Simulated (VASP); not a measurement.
# ZrVGa (P4/nmm) in VASP: single point with r2SCAN

Aim: the single point of ZrVGa with r2SCAN.

Program: VASP 6.6.1. These are calculated values, not measurements. Logs are shortened: lines on timing, memory, paths and dates and some standing lists are left out, and cuts for length are marked.

### 1 The cell of the first run

Symmetry: P4/nmm, No. 129, tetragonal system. Conventional cell: a = 3.756 Å, b = 3.756 Å, c = 7.331 Å, α = 90.00°, β = 90.00°, γ = 90.00°. Within 3.5 Å of V (site symmetry -4m2) lie 4 Ga at 2.65 Å and 4 V at 2.66 Å and 4 Zr at 3.24 Å. Zr (site symmetry 4mm) has 5 Ga at 2.77 to 2.82 Å and 4 V at 3.24 Å and 4 Zr at 3.36 Å within 3.6 Å. Ga (site symmetry 4mm) has 4 V at 2.65 Å and 5 Zr at 2.77 to 2.82 Å within 3.5 Å.

### 2 Single point, r2SCAN

POSCAR

```
ZrVGa
1.0
    3.7561750000      0.0000000000      0.0000000000
    0.0000000000      3.7561750000      0.0000000000
    0.0000000000      0.0000000000      7.3314040000
V Zr Ga
2 2 2
Direct
    0.0000000000      0.0000000000      0.0000000000
    0.5000000000      0.5000000000      0.0000000000
    0.5000000000      0.0000000000      0.6400000000
    0.0000000000      0.5000000000      0.3600000000
    0.5000000000      0.0000000000      0.2550000000
    0.0000000000      0.5000000000      0.7450000000
```

INCAR.step1

```
SYSTEM = ZrVGa
PREC = Accurate ; ENCUT = 520
ISMEAR = -1 ; SIGMA = 0.1
LREAL = .False. ; LASPH = .True.
NELM = 100 ; NBANDS = 47
GGA = PE ; ALGO = Normal
EDIFF = 1E-4 ; LWAVE = .True.
LCHARG = .False.
```

INCAR.step2

```
SYSTEM = ZrVGa
PREC = Accurate ; ENCUT = 520
EDIFF = 1E-6 ; ISMEAR = -1
SIGMA = 0.1 ; LREAL = .False.
LASPH = .True. ; NELM = 100
ALGO = Normal ; ISIF = 2
LWAVE = .False. ; LCHARG = .False.
METAGGA = R2SCAN ; LMIXTAU = .True.
NBANDS = 47 ; ISTART = 1
```

KPOINTS

```
Automatic mesh
0
Gamma
  9 9 5
  0 0 0
```

Potentials or basis: VASP PAW PBE potentials, release 64 (V_sv, Zr_sv, Ga_d).

The run is started by

```sh
$ cat potpaw_PBE.64/V_sv/POTCAR potpaw_PBE.64/Zr_sv/POTCAR potpaw_PBE.64/Ga_d/POTCAR > POTCAR
$ cp INCAR.step1 INCAR
$ mpirun -np 1 vasp_std > vasp.out
$ cp INCAR.step2 INCAR
$ mpirun -np 1 vasp_std > vasp.out
```

OUTCAR:

```text
SYSTEM = ZrVGa
   PREC = Accurate
   ENCUT = 520
   EDIFF = 1E-6
   ISMEAR = -1
   LREAL = .False.
   LASPH = .True.
   NELM = 100
   ISIF = 2
   METAGGA = R2SCAN
   ISTART = 1

 ion  position               nearest neighbor table
   1  0.000  0.000  0.000-   5 2.65   6 2.65   6 2.65   5 2.65   2 2.66   2 2.66   2 2.66   2 2.66
                             3 3.24   3 3.24   4 3.24   4 3.24
   2  0.500  0.500  0.000-   5 2.65   6 2.65   5 2.65   6 2.65   1 2.66   1 2.66   1 2.66   1 2.66
                             3 3.24   4 3.24   3 3.24   4 3.24
   3  0.500  0.000  0.640-   6 2.77   6 2.77   6 2.77   6 2.77   5 2.82   1 3.24   1 3.24   2 3.24
                             2 3.24   4 3.36   4 3.36   4 3.36   4 3.36
   4  0.000  0.500  0.360-   5 2.77   5 2.77   5 2.77   5 2.77   6 2.82   1 3.24   2 3.24   2 3.24
                             1 3.24   3 3.36   3 3.36   3 3.36   3 3.36
   5  0.500  0.000  0.255-   1 2.65   2 2.65   2 2.65   1 2.65   4 2.77   4 2.77   4 2.77   4 2.77
                             3 2.82
   6  0.000  0.500  0.745-   1 2.65   2 2.65   1 2.65   2 2.65   3 2.77   3 2.77   3 2.77   3 2.77
                             4 2.82

  LATTYP: Found a simple tetragonal cell.
 ALAT       =     3.7561750000
 C/A-ratio  =     1.9518270581

  Lattice vectors:

 A1 = (   3.7561750000,   0.0000000000,   0.0000000000)
 A2 = (   0.0000000000,   3.7561750000,   0.0000000000)
 A3 = (   0.0000000000,   0.0000000000,   7.3314040000)

Analysis of symmetry for initial positions (statically):
=====================================================================
 Subroutine PRICEL returns:
 Original cell was already a primitive cell.

 Routine SETGRP: Setting up the symmetry group for a
 simple tetragonal supercell.

 Subroutine GETGRP returns: Found 16 space group operations
 (whereof  8 operations were pure point group operations)
 out of a pool of 16 trial point group operations.

The static configuration has the point symmetry D_2d.
 The point group associated with its full space group is D_4h.

Analysis of symmetry for dynamics (positions and initial velocities):
=====================================================================
 Subroutine PRICEL returns:
 Original cell was already a primitive cell.

 Routine SETGRP: Setting up the symmetry group for a
 simple tetragonal supercell.

 Subroutine GETGRP returns: Found 16 space group operations
 (whereof  8 operations were pure point group operations)
 out of a pool of 16 trial point group operations.

The dynamic configuration has the point symmetry D_2d.
 The point group associated with its full space group is D_4h.
[... 111 lines left out ...]
   IBRION =     -1    ionic relax: 0-MD 1-quasi-New 2-CG
   NFREE  =      0    steps in history (QN), initial steepest desc. (CG)
   ISIF   =      2    stress and relaxation
   ISYM   =      2    0-nonsym 1-usesym 2-fastsym
   POTIM  = 0.5000    time-step for ionic-motion
   TEBEG  =    0.0;   TEEND  =   0.0 temperature during run
   PSTRESS=    0.0 pullay stress
   NELECT =      76.0000    total number of electrons
   NUPDOWN=      -1.0000    fix difference up-down
   EMIN   =  10.00;   EMAX   =-10.00  energy-range for DOS
   EFERMI =   0.00;   METHOD = LEGACY
   ISMEAR =    -1;   SIGMA  =   0.10  broadening in eV -4-tet -1-fermi 0-gaus
   EFERMI_NEDOS =   21; number of points for ismear=-14 and -15
   IALGO  =     38    algorithm
   IMIX   =      4    mixing-type and parameters
     AMIX     =   0.40;   BMIX     =  1.00
     AMIX_MAG =   1.60;   BMIX_MAG =  1.00
  volume/ion in A,a.u.               =      17.24       116.34
  Fermi-wavevector in a.u.,A,eV,Ry     =   1.477247  2.791592 29.691430  2.182259
  Thomas-Fermi vector in A             =   2.591674
   LORBIT       =      0    0 simple, 1 ext, 2 COOP (PROOUT), +10 PAW based schemes
   METAGGA = R2SCAN    functional components
   LHFCALC =     F    Hartree Fock is set to
   AEXX    =    0.0000 exact exchange contribution
   IVDW    =     0    specifies the selected vdW correction
   LEPSILON=     F    determine dielectric tensor
   LRPA    =     F    only Hartree local field effects (RPA)
 non-spin polarized calculation
  energy-cutoff  :      520.00
  volume of cell :      103.44
 maximum number of plane-waves:      2808
 NGX is ok and might be reduce to    28
   NGX = 13   NGY = 13   NGZ = 27

 number of electron      76.0000034 magnetization

 Free energy of the ion-electron system (eV)
  ---------------------------------------------------
  ext. energy  EPLUGINS =         0.00000000
  ---------------------------------------------------
  free energy    TOTEN  =       -99.40160003 eV

  energy without entropy =      -99.23007538  energy(sigma->0) =      -99.31583770

 E-fermi :   8.2427     XC(G=0): -12.9674

 val. band max:        8.2424558919   @ k =   0.4444   0.0000   0.0000
 cond. band min:       8.2446916015   @ k =   0.3333   0.3333   0.2000
 fundamental gap:      0.0022357096
 Fermi energy:         8.2426571803

 k-point     1 :       0.0000    0.0000    0.0000
  band No.  band energies     occupation
      1     -58.2738      2.00000
      2     -58.1393      2.00000
      3     -41.8668      2.00000
      4     -41.8087      2.00000
      5     -31.1317      2.00000
      6     -31.1317      2.00000
[... 1189 lines left out ...]
     46      10.9487      0.00000
     47      11.7170      0.00000

 [... further k-points ...]

------------------------ aborting loop because EDIFF is reached ----------------------------------------

  FORCE on cell =-STRESS in cart. coord.  units (eV):
  Direction    XX          YY          ZZ          XY          YZ          ZX
  --------------------------------------------------------------------------------------
  -------------------------------------------------------------------------------------
  Total       -0.9548327     -0.9548327      1.0817949      0.0000000      0.0000000     -0.0000000
  in kB      -14.7896897    -14.7896897     16.7562464      0.0000000      0.0000000     -0.0000000
  external PRESSURE =      -4.2743777 kB  Pullay stress =       0.0000000 kB

 VOLUME and BASIS-vectors are now :
 -----------------------------------------------------------------------------
  energy-cutoff  :      520.00
  volume of cell :      103.44
      direct lattice vectors                 reciprocal lattice vectors
     3.756175000  0.000000000  0.000000000     0.266228277  0.000000000  0.000000000
     0.000000000  3.756175000  0.000000000     0.000000000  0.266228277  0.000000000
     0.000000000  0.000000000  7.331404000     0.000000000  0.000000000  0.136399522

 POSITION                                       TOTAL-FORCE (eV/Angst)
 -----------------------------------------------------------------------------------
      0.00000      0.00000      0.00000         0.000000      0.000000      0.000000
      1.87809      1.87809      0.00000        -0.000000     -0.000000      0.000000
      1.87809      0.00000      4.69210         0.000000      0.000000      0.576620
      0.00000      1.87809      2.63931        -0.000000      0.000000     -0.576620
      1.87809      0.00000      1.86951        -0.000000      0.000000     -0.406004
      0.00000      1.87809      5.46190         0.000000      0.000000      0.406004
 -----------------------------------------------------------------------------------
    total drift:                                0.000000      0.000000      0.000000

  FREE ENERGIE OF THE ION-ELECTRON SYSTEM (eV)
  ---------------------------------------------------
  free  energy   TOTEN  =       -99.4016000318 eV

  energy  without entropy=      -99.2300753762  energy(sigma->0) =      -99.31583770
```

OSZICAR.step1:

```text
N       E                     dE             d eps       ncg     rms          rms(c)
DAV:   1     0.107290171577E+04    0.10729E+04   -0.37290E+04  4458   0.244E+03
DAV:   2     0.940438818049E+02   -0.97886E+03   -0.94858E+03  4419   0.708E+02
DAV:   3    -0.371615946037E+02   -0.13121E+03   -0.12521E+03  5509   0.222E+02
DAV:   4    -0.478574378985E+02   -0.10696E+02   -0.10519E+02  6191   0.536E+01
DAV:   5    -0.485345863392E+02   -0.67715E+00   -0.67629E+00  6962   0.103E+01    0.294E+01
DAV:   6    -0.530732635513E+02   -0.45387E+01   -0.90237E+01  5471   0.369E+01    0.290E+01
DAV:   7    -0.450451413560E+02    0.80281E+01   -0.64599E+01  5475   0.366E+01    0.132E+01
DAV:   8    -0.435070688954E+02    0.15381E+01   -0.80389E+00  5242   0.102E+01    0.565E+00
DAV:   9    -0.432374789986E+02    0.26959E+00   -0.11700E+00  5657   0.440E+00    0.229E+00
DAV:  10    -0.431909842424E+02    0.46495E-01   -0.29963E-01  5468   0.261E+00    0.911E-01
DAV:  11    -0.431935386181E+02   -0.25544E-02   -0.22626E-02  6494   0.792E-01    0.347E-01
DAV:  12    -0.431923907301E+02    0.11479E-02   -0.38824E-03  5642   0.385E-01    0.110E-01
DAV:  13    -0.431922419102E+02    0.14882E-03   -0.85924E-04  4765   0.141E-01    0.190E-02
DAV:  14    -0.431922422778E+02   -0.36761E-06   -0.29651E-05  2983   0.466E-02
   1 F= -.43192242E+02 E0= -.43096301E+02  d E =-.191882E+00
```

Run time: 12 min. Hardware: 1 thread of Intel Xeon Platinum 8259CL at 2.50GHz (Skylake/Cascade Lake), shared host; peak memory 0.34 GiB.

What came out:

| Property | Result |
| --- | --- |
| Free energy | -99.4016 eV |
| Pressure | -0.4 GPa |
| Largest force | 0.577 eV/Å |
| Band gap on the k mesh | zero (bands 38 and 39 overlap by 1.44 eV) |

Forces in eV/Å, atoms in the order of the input:
```
V    0.000  0.000  0.000
V    0.000  0.000  0.000
Zr   0.000  0.000  0.577
Zr   0.000  0.000 -0.577
Ga   0.000  0.000 -0.406
Ga   0.000  0.000  0.406
```

Caveat: the PAW data sets were made with another functional, which shifts forces and pressure a little.
